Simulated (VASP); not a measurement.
# BN (F-43m) in VASP: phonons with r2SCAN

Aim: the phonons of BN with r2SCAN.

Program: VASP 6.6.1. These are calculated values, not measurements. Logs are shortened: lines on timing, memory, paths and dates and some standing lists are left out, and cuts for length are marked.

## Step 1: The cell of the first run

The structure is cubic, space group F-43m (No. 216). Conventional cell: a = 3.609 Å, b = 3.609 Å, c = 3.609 Å, α = 90.00°, β = 90.00°, γ = 90.00°. Within 2.1 Å of B (site symmetry -43m) lie 4 N at 1.56 Å. Within 2.1 Å of N (site symmetry -43m) lie 4 B at 1.56 Å.

## Step 2: Phonons, r2SCAN

The input, INCAR:

```
PREC = Accurate
ENCUT = 520
EDIFF = 1E-8
ISMEAR = 0
SIGMA = 0.01
LREAL = F
LASPH = T
NELM = 60
ALGO = Normal
ISIF = 2
LWAVE = F
LCHARG = T
METAGGA = R2SCAN
LMIXTAU = T
NBANDS = 11
IBRION = 6
NFREE = 2
POTIM = 0.015
NSW = 1
```

The input, KPOINTS:

```
regular mesh
0
Gamma
  12 12 12
```

The input, POSCAR:

```
BN
1.0
    0.0000000000      1.8044241079      1.8044241079
    1.8044241079      0.0000000000      1.8044241079
    1.8044241079      1.8044241079      0.0000000000
B N
1 1
Direct
    0.0000000000      0.0000000000      0.0000000000
    0.2500000000      0.2500000000      0.2500000000
```

Potentials or basis: VASP PAW PBE potentials, release 64 (B, N).

On the command line:

```sh
cat potpaw_PBE.64/B/POTCAR potpaw_PBE.64/N/POTCAR > POTCAR
mpirun -np 1 vasp_std > vasp.out
```

OUTCAR:

```text
PREC = Accurate
   ENCUT = 520
   EDIFF = 1E-8
   ISMEAR = 0
   LREAL = F
   LASPH = T
   NELM = 60
   ISIF = 2
   METAGGA = R2SCAN
   IBRION = 6
   NFREE = 2
   POTIM = 0.015
   NSW = 1

 ion  position               nearest neighbor table
   1  0.000  0.000  0.000-   2 1.56   2 1.56   2 1.56   2 1.56
   2  0.250  0.250  0.250-   1 1.56   1 1.56   1 1.56   1 1.56

  LATTYP: Found a face centered cubic cell.
 ALAT       =     3.6088482158

  Lattice vectors:

 A1 = (   0.0000000000,   1.8044241079,   1.8044241079)
 A2 = (   1.8044241079,   0.0000000000,   1.8044241079)
 A3 = (   1.8044241079,   1.8044241079,   0.0000000000)

Analysis of symmetry for initial positions (statically):
=====================================================================
 Subroutine PRICEL returns:
 Original cell was already a primitive cell.

 Routine SETGRP: Setting up the symmetry group for a
 face centered cubic supercell.

 Subroutine GETGRP returns: Found 24 space group operations
 (whereof 24 operations were pure point group operations)
 out of a pool of 48 trial point group operations.

The static configuration has the point symmetry T_d .

Analysis of symmetry for dynamics (positions and initial velocities):
=====================================================================
 Subroutine PRICEL returns:
 Original cell was already a primitive cell.

 Routine SETGRP: Setting up the symmetry group for a
 face centered cubic supercell.

 Subroutine GETGRP returns: Found 24 space group operations
 (whereof 24 operations were pure point group operations)
 out of a pool of 48 trial point group operations.

The dynamic configuration has the point symmetry T_d .

 Subroutine INISYM returns: Found 24 space group operations
 (whereof 24 operations are pure point group operations),
 and found     1 'primitive' translations

----------------------------------------------------------------------------------------

                                     Primitive cell

  volume of cell :      11.7502

  direct lattice vectors                    reciprocal lattice vectors
     0.000000000  1.804424108  1.804424108    -0.277096719  0.277096719  0.277096719
     1.804424108  0.000000000  1.804424108     0.277096719 -0.277096719  0.277096719
     1.804424108  1.804424108  0.000000000     0.277096719  0.277096719 -0.277096719

[... 277 lines left out ...]

 Free energy of the ion-electron system (eV)
  ---------------------------------------------------
  ext. energy  EPLUGINS =         0.00000000
  ---------------------------------------------------
  free energy    TOTEN  =       -19.16873061 eV

  energy without entropy =      -19.16873061  energy(sigma->0) =      -19.16873061

 E-fermi :   7.5560     XC(G=0): -13.6734

 val. band max:        7.4428948146   @ k =   0.0000   0.0000   0.0000
 cond. band min:      12.2849268122   @ k =   0.5000   0.5000   0.0000
 fundamental gap:      4.8420319976
 Fermi energy:         7.5559690888

 k-point     1 :       0.0000    0.0000    0.0000
  band No.  band energies     occupation
      1     -14.0454      2.00000
      2       7.1627      2.00000
      3       7.3075      2.00000
      4       7.4429      2.00000
      5      16.7552      0.00000
      6      16.8529      0.00000
      7      16.9666      0.00000
      8      18.4567      0.00000
      9      33.5366      0.00000
     10      36.1115      0.00000
     11      36.1126      0.00000
[... 309 lines left out ...]
 k-point    24 :      -0.4167    0.1667    0.0000
  band No.  band energies     occupation
      1      -9.3480      2.00000
      2      -3.1361      2.00000
      3       3.0355      2.00000
      4       4.6140      2.00000
      5      17.3212      0.00000
      6      20.3571      0.00000
      7      20.5614      0.00000
      8      24.2456      0.00000
      9      29.6392      0.00000
     10      33.8410      0.00000
     11      35.7165      0.00000

 [... further k-points ...]

------------------------ aborting loop because EDIFF is reached ----------------------------------------

  FORCE on cell =-STRESS in cart. coord.  units (eV):
  Direction    XX          YY          ZZ          XY          YZ          ZX
  --------------------------------------------------------------------------------------
  -------------------------------------------------------------------------------------
  Total        0.1063159      0.1084712      0.1084712      0.0000000      0.0162544      0.0000000
  in kB       14.4964874     14.7903718     14.7903718      0.0000000      2.2163403      0.0000000
  external PRESSURE =      14.6924104 kB  Pullay stress =       0.0000000 kB
[... 17 lines left out ...]
  FREE ENERGIE OF THE ION-ELECTRON SYSTEM (eV)
  ---------------------------------------------------
  free  energy   TOTEN  =       -19.1687306136 eV

  energy  without entropy=      -19.1687306136  energy(sigma->0) =      -19.16873061

 INTERNAL STRAIN TENSORS FROM DISPLACED ATOMS
 ============================================

 INTERNAL STRAIN TENSOR FOR ION    1 for displacements in x,y,z  (eV/Angst):
          X           Y           Z          XY          YZ          ZX
  --------------------------------------------------------------------------------
  x     0.00000    -0.00000    -0.00000     0.00000     1.08402     0.00000
  y    -0.00000     0.00000    -0.00000     0.00000     0.00000     1.08402
  z    -0.00000    -0.00000     0.00000     1.08402     0.00000     0.00000

 INTERNAL STRAIN TENSOR FOR ION    2 for displacements in x,y,z  (eV/Angst):
          X           Y           Z          XY          YZ          ZX
  --------------------------------------------------------------------------------
  x     0.00000     0.00000     0.00000     0.00000    -1.08364     0.00000
  y     0.00000    -0.00000     0.00000     0.00000     0.00000    -1.08364
  z     0.00000     0.00000     0.00000    -1.08364     0.00000     0.00000

 Eigenvectors and eigenvalues of the dynamical matrix
 ----------------------------------------------------

   1 f  =   31.340994 THz   196.921275 2PiTHz 1045.423040 cm-1   129.615879 meV
             X         Y         Z           dx          dy          dz
      0.000000  0.000000  0.000000    -0.360015   -0.659322    0.000000
      0.902212  0.902212  0.902212     0.316333    0.579325   -0.000000
[... 21 lines left out ...]
   6 f/i=    0.001048 THz     0.006582 2PiTHz    0.034944 cm-1     0.004333 meV
             X         Y         Z           dx          dy          dz
      0.000000  0.000000  0.000000     0.089869    0.653887   -0.006177
      0.902212  0.902212  0.902212     0.102279    0.744182   -0.007030

 ELASTIC MODULI CONTR FROM IONIC RELAXATION (kBar)
 Direction    XX          YY          ZZ          XY          YZ          ZX
 --------------------------------------------------------------------------------
 XX          -0.0000     -0.0000     -0.0000      0.0000      0.0000      0.0000
 YY          -0.0000     -0.0000     -0.0000      0.0000      0.0000     -0.0000
 ZZ          -0.0000     -0.0000     -0.0000      0.0000      0.0000      0.0000
 XY           0.0000      0.0000      0.0000     -6.5329      0.0000      0.0000
 YZ           0.0000      0.0000      0.0000      0.0000     -6.5329      0.0000
 ZX           0.0000     -0.0000      0.0000      0.0000      0.0000     -6.5329
 --------------------------------------------------------------------------------
```

OSZICAR:

```text
N       E                     dE             d eps       ncg     rms          rms(c)
DAV:   1     0.774192077536E+01    0.77419E+01   -0.52350E+03  1608   0.751E+02
DAV:   2    -0.218879962955E+02   -0.29630E+02   -0.28709E+02  1890   0.173E+02
DAV:   3    -0.224198783062E+02   -0.53188E+00   -0.53096E+00  1884   0.198E+01
[... 74 lines left out ...]
DAV:  10    -0.191687307877E+02   -0.67248E-06   -0.61584E-08  6244   0.258E-03    0.137E-04
DAV:  11    -0.191687305302E+02    0.25748E-06   -0.17982E-08  6226   0.122E-03    0.123E-04
DAV:  12    -0.191687306392E+02   -0.10901E-06   -0.53807E-10  3152   0.238E-04    0.576E-05
DAV:  13    -0.191687306061E+02    0.33112E-07   -0.95103E-11  3152   0.957E-05    0.466E-06
DAV:  14    -0.191687306136E+02   -0.75237E-08   -0.11678E-11  3140   0.341E-05
   5 F= -.19168731E+02 E0= -.19168731E+02  d E =-.968043E-61
```

Wall time 14 min (1 thread of Intel Xeon 8259CL, shared host); peak memory 0.18 GiB.

Results:

```
Highest phonon frequency at Γ, LO-TO splitting left out : 1045 cm⁻¹
```

Phonon frequencies in cm⁻¹ (negative: imaginary):
```csv
q point,frequencies
"(0.000, 0.000, 0.000)",0 0 0 1045 1045 1045
```

Caveat: the cell stands under pressure or tension, which shifts response properties; the PAW data sets were made with another functional, which shifts forces and pressure a little.
